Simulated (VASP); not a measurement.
Set up this calculation in VASP 6.6.1, as the native input.

```yaml
Task: relaxation of cell and atoms
Functional: PBE
Potentials_or_basis: VASP PAW PBE potentials, release 64 (Ta_pv, Zn, B)
Cutoff: 600 eV
k_mesh: 6 × 6 × 4
Occupations: gaussian, width 0.1 eV
Spin: no spin polarisation
Dipole_correction: no
Further_INCAR_settings: ALGO = Normal; EDIFF = 1e-06; IBRION = 2; EDIFFG = -0.04; NSW = 90; ISIF = 3
```

The structure of TaZn2B3 lies in POSCAR:

```
TaZn2B3
1.0
    3.1654351300      0.0000000000      0.0000000000
    0.0000000000      3.1654351300      0.0000000000
    0.0000000000      0.0000000000      7.3857114700
Ta Zn B
1 2 3
Direct
    0.0000000000      0.0000000000      0.5000000000
    0.5000000000      0.5000000000      0.5000000000
    0.5000000000      0.5000000000      0.0000000000
    0.0000000000      0.0000000000      0.7328234500
    0.0000000000      0.0000000000      0.2671765500
    0.0000000000      0.0000000000      0.0000000000
```

The cell was generated, and may not be a known phase.

The input as run:

INCAR

```
SYSTEM = TaZn2B3
PREC     = Accurate       ! precision mode
ENCUT    = 600            ! plane-wave cutoff, eV
EDIFF    = 1E-6           ! SCF threshold, eV
ISMEAR   = 0              ! smearing method
SIGMA    = 0.1            ! smearing width, eV
LREAL    = .False.        ! projectors in reciprocal space
LASPH    = .True.         ! aspherical terms in the spheres
NELM     = 100            ! most SCF steps
ALGO     = Normal         ! electronic algorithm
ISIF     = 3              ! what is computed and relaxed
LWAVE    = .False.        ! write WAVECAR
LCHARG   = .False.        ! write CHGCAR
GGA      = PE             ! functional
IBRION   = 2              ! ionic algorithm
NSW      = 90             ! ionic steps
EDIFFG   = -0.04          ! ionic threshold
```

KPOINTS

```
Automatic mesh
0
Gamma
  6 6 4
  0 0 0
```

Potentials or basis: VASP PAW PBE potentials, release 64 (Ta_pv, Zn, B).

Launch:

```console
$ cat potpaw_PBE.64/Ta_pv/POTCAR potpaw_PBE.64/Zn/POTCAR potpaw_PBE.64/B/POTCAR > POTCAR
$ mpirun -np 1 vasp_std > vasp.out
```

Results of the run:

```
Relaxed volume                        : 16.30 Å³/atom
Relaxed cell                          : a = 3.573 Å, b = 3.573 Å, c = 7.661 Å, α = 90.00°, β = 90.00°, γ = 90.00°
Space group after relaxing (to 0.1 Å) : P4/mmm (No. 123)
Energy gained by relaxing             : 1292.4 meV/atom
Ionic steps                           : 8
Pressure after relaxing               : -0.1 GPa
Largest force after relaxing          : 0.015 eV/Å
Band gap on the k mesh                : zero (bands 22 and 23 overlap by 1.61 eV)
```

Caveat: the volume moved by over 15 % at a fixed basis, so the end points are rough; spin-orbit coupling is left out, which moves the levels of the heavy elements.

Run time: 11 min on 1 thread of AMD EPYC 7R13, on a shared host, peak memory 0.24 GiB.
